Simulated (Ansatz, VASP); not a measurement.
**Two plane-wave programs on Pd**

```
Pd
1.0
     4.52706    0.00000    0.00000
    -2.26353    3.92055    0.00000
     0.00000    0.00000    2.68348
Pd
3
Direct
  0.00000 0.00000 0.00000
  0.33333 0.66667 0.50000
  0.66667 0.33333 0.50000
```

Alike in both runs: task single point; functional r2SCAN; k mesh 9 × 9 × 13; occupations fermi-dirac, width 0.05 eV; collinear spin.

|  | VASP | Ansatz |
| --- | --- | --- |
| version | VASP 6.6.1 | Ansatz 0.2.0 |
| potentials or method | VASP PAW PBE potentials, release 64 (Pd), cutoff 520 eV | plane waves (500 eV) with PAW, scalar-relativistic |
| valence electrons in the cell | 30 | 54 |

|  | VASP | Ansatz | Ansatz less VASP |
| --- | --- | --- | --- |
| pressure (GPa) | -5.6 | -5.9 | -0.35 |
| traceless stress, the component that is largest in VASP (GPa) | 0.53 | 0.39 | -0.137 |
| net moment per atom (μB) | 0.28 | 0.28 | -0.005 |
| size of the moment on the site where the two differ most (μB) | 0.28 | 0.29 | +0.004 |

VASP's potentials were made for PBE, not for r2SCAN. Site moments also hang on the region over which each program counts them. VASP's potentials hold 30 valence electrons a cell and Ansatz's 54, so a difference there can come from the potentials and not from the codes. Ansatz's warnings: stability check not made.
